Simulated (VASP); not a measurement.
# AlN (F-43m) in VASP: a series of runs

Aim: see how the results for AlN move with the level of theory and the settings. Levels: RPBE+D4, revPBE+D3(BJ). Tasks: relaxation of cell and atoms.

All numbers are computed with VASP 6.6.1; they aren't measurements. Logs are shortened: lines on timing, memory, paths and dates and some standing lists are left out, and cuts for length are marked.

### 1 The cell of the first run

The structure is cubic, space group F-43m (No. 216). The conventional cell has a = 4.368 Å, b = 4.368 Å, c = 4.368 Å, α = 90.00°, β = 90.00°, γ = 90.00°. Within 2.5 Å of Al (site symmetry -43m) lie 4 N at 1.89 Å. N (site symmetry -43m) has 4 Al at 1.89 Å within 2.5 Å.

### 2 Relaxation of cell and atoms, RPBE+D4

Input file INCAR:

```
SYSTEM = AlN
  PREC = Accurate
  ENCUT = 600
  EDIFF = 1E-6
  ISMEAR = -1
  SIGMA = 0.05
  LREAL = .False.
  LASPH = .True.
  NELM = 80
  ALGO = Normal
  ISIF = 3
  LWAVE = .False.
  LCHARG = .False.
  GGA = RP
  IVDW = 13
  IBRION = 2
  NSW = 60
  EDIFFG = -0.01
```

Input file KPOINTS:

```
regular mesh
0
Gamma
  10 10 10
  0 0 0
```

Input file POSCAR:

```
AlN
1.0
    0.0000000000      2.1839935596      2.1839935596
    2.1839935596      0.0000000000      2.1839935596
    2.1839935596      2.1839935596      0.0000000000
Al N
1 1
Direct
    0.0000000000      0.0000000000      0.0000000000
    0.2500000000      0.2500000000      0.2500000000
```

Potentials or basis: VASP PAW PBE potentials, release 64 (Al, N).

Command:

```
$ cat potpaw_PBE.64/Al/POTCAR potpaw_PBE.64/N/POTCAR > POTCAR
$ mpirun -np 1 vasp_std > vasp.out
```

OUTCAR:

```text
SYSTEM = AlN
   PREC = Accurate
   ENCUT = 600
   EDIFF = 1E-6
   ISMEAR = -1
   LREAL = .False.
   LASPH = .True.
   NELM = 80
   ISIF = 3
   GGA = RP
   IVDW = 13
   IBRION = 2
   NSW = 60
   EDIFFG = -0.01

 ion  position               nearest neighbor table
   1  0.000  0.000  0.000-   2 1.89   2 1.89   2 1.89   2 1.89
   2  0.250  0.250  0.250-   1 1.89   1 1.89   1 1.89   1 1.89

  LATTYP: Found a face centered cubic cell.
 ALAT       =     4.3679871192

  Lattice vectors:

 A1 = (   0.0000000000,   2.1839935596,   2.1839935596)
 A2 = (   2.1839935596,   0.0000000000,   2.1839935596)
 A3 = (   2.1839935596,   2.1839935596,   0.0000000000)

Analysis of symmetry for initial positions (statically):
=====================================================================
 Subroutine PRICEL returns:
 Original cell was already a primitive cell.

 Routine SETGRP: Setting up the symmetry group for a
 face centered cubic supercell.

 Subroutine GETGRP returns: Found 24 space group operations
 (whereof 24 operations were pure point group operations)
 out of a pool of 48 trial point group operations.

The static configuration has the point symmetry T_d .

Analysis of symmetry for dynamics (positions and initial velocities):
=====================================================================
 Subroutine PRICEL returns:
 Original cell was already a primitive cell.

 Routine SETGRP: Setting up the symmetry group for a
 face centered cubic supercell.

 Subroutine GETGRP returns: Found 24 space group operations
 (whereof 24 operations were pure point group operations)
 out of a pool of 48 trial point group operations.

The dynamic configuration has the point symmetry T_d .

 Subroutine INISYM returns: Found 24 space group operations
 (whereof 24 operations are pure point group operations),
 and found     1 'primitive' translations

----------------------------------------------------------------------------------------

                                     Primitive cell

  volume of cell :      20.8345

  direct lattice vectors                    reciprocal lattice vectors
     0.000000000  2.183993560  2.183993560    -0.228938404  0.228938404  0.228938404
     2.183993560  0.000000000  2.183993560     0.228938404 -0.228938404  0.228938404
     2.183993560  2.183993560  0.000000000     0.228938404  0.228938404 -0.228938404

  length of vectors
     3.088633312  3.088633312  3.088633312     0.396532948  0.396532948  0.396532948

  position of ions in fractional coordinates (direct lattice)
     0.000000000  0.000000000  0.000000000
     0.250000000  0.250000000  0.250000000

  ion indices of the primitive-cell ions
   primitive index   ion index
                 1           1
                 2           2
[... 65 lines left out ...]
   ICHARG =      2    charge: 1-file 2-atom 10-const
   ISPIN  =      1    spin polarized calculation?
   LNONCOLLINEAR =      F non collinear calculations
   LSORBIT =      F    spin-orbit coupling
   LASPH  =      T    aspherical Exc in radial PAW
   ENCUT  =  600.0 eV  44.10 Ry    6.64 a.u.   6.17  6.17  6.17*2*pi/ulx,y,z
   NELM   =     80;   NELMIN=  2; NELMDL= -5     # of ELM steps
   EDIFF  = 0.1E-05   stopping-criterion for ELM
   LREAL  =      F    real-space projection
   EDIFFG = -.1E-01   stopping-criterion for IOM
   NSW    =     60    number of steps for IOM
   IBRION =      2    ionic relax: 0-MD 1-quasi-New 2-CG
   NFREE  =      1    steps in history (QN), initial steepest desc. (CG)
   ISIF   =      3    stress and relaxation
   ISYM   =      2    0-nonsym 1-usesym 2-fastsym
   POTIM  = 0.5000    time-step for ionic-motion
   TEBEG  =    0.0;   TEEND  =   0.0 temperature during run
   PSTRESS=    0.0 pullay stress
   NELECT =       8.0000    total number of electrons
   NUPDOWN=      -1.0000    fix difference up-down
   EMIN   =  10.00;   EMAX   =-10.00  energy-range for DOS
   EFERMI =   0.00;   METHOD = LEGACY
   ISMEAR =    -1;   SIGMA  =   0.05  broadening in eV -4-tet -1-fermi 0-gaus
   EFERMI_NEDOS =   21; number of points for ismear=-14 and -15
   IALGO  =     38    algorithm
   IMIX   =      4    mixing-type and parameters
     AMIX     =   0.40;   BMIX     =  1.00
     AMIX_MAG =   1.60;   BMIX_MAG =  1.00
  volume/ion in A,a.u.               =      10.42        70.30
  Fermi-wavevector in a.u.,A,eV,Ry     =   1.189899  2.248583 19.263943  1.415860
  Thomas-Fermi vector in A             =   2.325996
   LORBIT       =      0    0 simple, 1 ext, 2 COOP (PROOUT), +10 PAW based schemes
   GGA     = RP    functional components
   LHFCALC =     F    Hartree Fock is set to
   AEXX    =    0.0000 exact exchange contribution
   IVDW    =    13    specifies the selected vdW correction
   LEPSILON=     F    determine dielectric tensor
   LRPA    =     F    only Hartree local field effects (RPA)
 conjugate gradient relaxation of ions
 non-spin polarized calculation
  energy-cutoff  :      600.00
  volume of cell :       20.83
 maximum number of plane-waves:       725
 NGX is ok and might be reduce to    28
   NGX = 13   NGY = 13   NGZ = 13

--------------------------------------- Ionic step        1  -------------------------------------------

 number of electron       7.9999999 magnetization

 Free energy of the ion-electron system (eV)
  ---------------------------------------------------
  ext. energy  EPLUGINS =         0.00000000
  ---------------------------------------------------
  free energy    TOTEN  =       -14.11416620 eV

  energy without entropy =      -14.11416620  energy(sigma->0) =      -14.11416620

------------------------ aborting loop because EDIFF is reached ----------------------------------------

  DFT-D4 for vdW energy calculation

  Edisp (eV):   -1.28592
[... 111 lines left out ...]
--------------------------------------- Ionic step        4  -------------------------------------------

 number of electron       8.0000000 magnetization

 Free energy of the ion-electron system (eV)
  ---------------------------------------------------
  ext. energy  EPLUGINS =         0.00000000
  ---------------------------------------------------
  free energy    TOTEN  =       -14.09496891 eV

  energy without entropy =      -14.09496891  energy(sigma->0) =      -14.09496891

 E-fermi :   7.2716     XC(G=0): -10.8766

 val. band max:        6.2296516187   @ k =   0.0000   0.0000   0.0000
 cond. band min:       9.6007768359   @ k =   0.5000   0.5000   0.0000
 fundamental gap:      3.3711252172
 Fermi energy:         7.2716058310

 k-point     1 :       0.0000    0.0000    0.0000
  band No.  band energies     occupation
      1      -8.8835      2.00000
      2       6.2297      2.00000
      3       6.2297      2.00000
      4       6.2297      2.00000
      5      10.6005      0.00000
      6      19.0546      0.00000
      7      19.0546      0.00000
      8      19.0546      0.00000
[... 243 lines left out ...]
 k-point    24 :       0.4000    0.3000    0.0000
  band No.  band energies     occupation
      1      -6.8574      2.00000
      2       2.0688      2.00000
      3       4.5251      2.00000
      4       4.8242      2.00000
      5      11.2269      0.00000
      6      15.9741      0.00000
      7      18.7789      0.00000
      8      21.1009      0.00000

 [... further k-points ...]

------------------------ aborting loop because EDIFF is reached ----------------------------------------

  DFT-D4 for vdW energy calculation

  Edisp (eV):   -1.31011
[... 25 lines left out ...]
  FREE ENERGIE OF THE ION-ELECTRON SYSTEM (eV)
  ---------------------------------------------------
  free  energy   TOTEN  =       -15.4050762495 eV

  energy  without entropy=      -15.4050762495  energy(sigma->0) =      -15.40507625

 reached required accuracy - stopping structural energy minimisation
```

OSZICAR:

```text
N       E                     dE             d eps       ncg     rms          rms(c)
DAV:   1     0.145453770623E+02    0.14545E+02   -0.43505E+03   768   0.938E+02
DAV:   2    -0.157225226438E+02   -0.30268E+02   -0.29484E+02   952   0.162E+02
DAV:   3    -0.164265837861E+02   -0.70406E+00   -0.70406E+00   904   0.312E+01
[... 27 lines left out ...]
DAV:   1    -0.140952127720E+02   -0.51353E-02   -0.62188E-03   760   0.731E-01    0.107E-01
DAV:   2    -0.140949739201E+02    0.23885E-03   -0.13078E-03   776   0.261E-01    0.277E-02
DAV:   3    -0.140949710894E+02    0.28308E-05   -0.22430E-05   904   0.498E-02    0.856E-03
DAV:   4    -0.140949694599E+02    0.16295E-05   -0.68455E-07   496   0.894E-03    0.380E-03
DAV:   5    -0.140949689057E+02    0.55420E-06   -0.20451E-07   376   0.475E-03
   4 F= -.15405076E+02 E0= -.15405076E+02  d E =-.499484E-02
```

CONTCAR:

```text
AlN
   1.00000000000000
     0.0000000000000000    2.1726322838439160    2.1726322838439160
     2.1726322838439160    0.0000000000000000    2.1726322838439160
     2.1726322838439160    2.1726322838439160   -0.0000000000000000
  Al              N
     1     1
Direct
     0.0000000000000000    0.0000000000000000    0.0000000000000000
     0.2500000000000000    0.2500000000000000    0.2500000000000000

  0.00000000E+00  0.00000000E+00  0.00000000E+00
  0.00000000E+00  0.00000000E+00  0.00000000E+00
```

It took 33 s on 1 thread of Intel Xeon 6975P-C, shared host; peak memory 0.16 GiB.

Results:

- Free energy: -15.4051 eV
- Relaxed volume: 10.26 Å³/atom
- Relaxed cell: a = 3.073 Å, b = 3.073 Å, c = 3.073 Å, α = 60.00°, β = 60.00°, γ = 60.00°
- Space group after relaxing (to 0.05 Å): F-43m (No. 216)
- Energy gained by relaxing: 2.5 meV/atom
- Ionic steps: 4
- Pressure after relaxing: 0.0 GPa
- Band gap on the k mesh: 3.37 eV, indirect (least direct gap 4.37 eV)
- Dispersion energy per atom: -0.655 eV

The path:
```csv
step,energy change (eV),largest force (eV/Å),pressure (GPa),volume (Å³)
1,0.0000,0.0000,-3.11,20.83
2,-0.0025,0.0000,2.89,20.23
3,-0.0049,0.0000,0.66,20.44
4,-0.0050,0.0000,0.00,20.51
```

Final structure:
```cif
data_structure
_symmetry_space_group_name_H-M 'P 1'
_symmetry_Int_Tables_number 1
_cell_length_a 3.0726
_cell_length_b 3.0726
_cell_length_c 3.0726
_cell_angle_alpha 60.000
_cell_angle_beta 60.000
_cell_angle_gamma 60.000
_cell_volume 20.51
loop_
_atom_site_label
_atom_site_type_symbol
_atom_site_fract_x
_atom_site_fract_y
_atom_site_fract_z
_atom_site_occupancy
Al1 Al 0.00000 0.00000 0.00000 1
N1 N 0.25000 0.25000 0.25000 1
```

Caveat: the PAW data sets were made with another functional, which shifts forces and pressure a little. A k mesh can miss the band edges.

### 3 Relaxation of cell and atoms, revPBE+D3(BJ)

Input file INCAR:

```
SYSTEM = AlN
  PREC = Accurate
  ENCUT = 600
  EDIFF = 1E-6
  ISMEAR = -1
  SIGMA = 0.05
  LREAL = .FALSE.
  LASPH = .TRUE.
  NELM = 80
  ALGO = Normal
  ISIF = 3
  LWAVE = .FALSE.
  LCHARG = .FALSE.
  GGA = RE
  IVDW = 12
  IBRION = 2
  NSW = 60
  EDIFFG = -0.01
```

Input file KPOINTS:

```
Automatic mesh
0
G
  10 10 10
  0 0 0
```

POSCAR is that of step 2.

Potentials or basis: VASP PAW PBE potentials, release 64 (Al, N).

Command:

```
$ cat potpaw_PBE.64/Al/POTCAR potpaw_PBE.64/N/POTCAR > POTCAR
$ mpirun -np 1 vasp_std > vasp.out
```

Run time: 27 s. Hardware: 1 thread of Intel Xeon 6975P-C, shared host; peak memory 0.16 GiB.

Results (log left out):

```
Free energy                            : -15.2880 eV
Relaxed volume                         : 10.33 Å³/atom
Relaxed cell                           : a = 3.080 Å, b = 3.080 Å, c = 3.080 Å, α = 60.00°, β = 60.00°, γ = 60.00°
Space group after relaxing (to 0.05 Å) : F-43m (No. 216)
Energy gained by relaxing              : 0.4 meV/atom
Ionic steps                            : 3
Pressure after relaxing                : 0.0 GPa
Band gap on the k mesh                 : 3.35 eV, indirect (least direct gap 4.29 eV)
Dispersion energy per atom             : -0.533 eV
```

Step by step:
| step | energy change (eV) | largest force (eV/Å) | pressure (GPa) | volume (Å³) |
| --- | --- | --- | --- | --- |
| 1 | 0.0000 | 0.0000 | -1.61 | 20.83 |
| 2 | -0.0001 | 0.0000 | 1.52 | 20.52 |
| 3 | -0.0008 | 0.0000 | 0.01 | 20.67 |

Final structure:
```
CELL_PARAMETERS angstrom
0.00000 2.17818 2.17818
2.17818 0.00000 2.17818
2.17818 2.17818 0.00000
ATOMIC_POSITIONS crystal
Al 0.00000 0.00000 0.00000
N 0.25000 0.25000 0.25000
```

Levels at points of the mesh, in eV from the valence-band top:
| k point | band 1 | band 2 | band 3 | band 4 | band 5 | band 6 | band 7 | band 8 |
| --- | --- | --- | --- | --- | --- | --- | --- | --- |
| (0.00, 0.00, 0.00) | -15.06 | 0.00 | 0.00 | 0.00 | 4.29 | 12.72 | 12.72 | 12.72 |
| (0.50, 0.00, 0.00) | -13.01 | -5.86 | -0.48 | -0.48 | 7.52 | 9.96 | 11.25 | 11.25 |
| (0.50, 0.50, 0.00) | -12.37 | -4.90 | -1.77 | -1.77 | 3.35 | 8.75 | 14.17 | 15.93 |

Caveat: the PAW data sets were made with another functional, which shifts forces and pressure a little. A k mesh can miss the band edges.
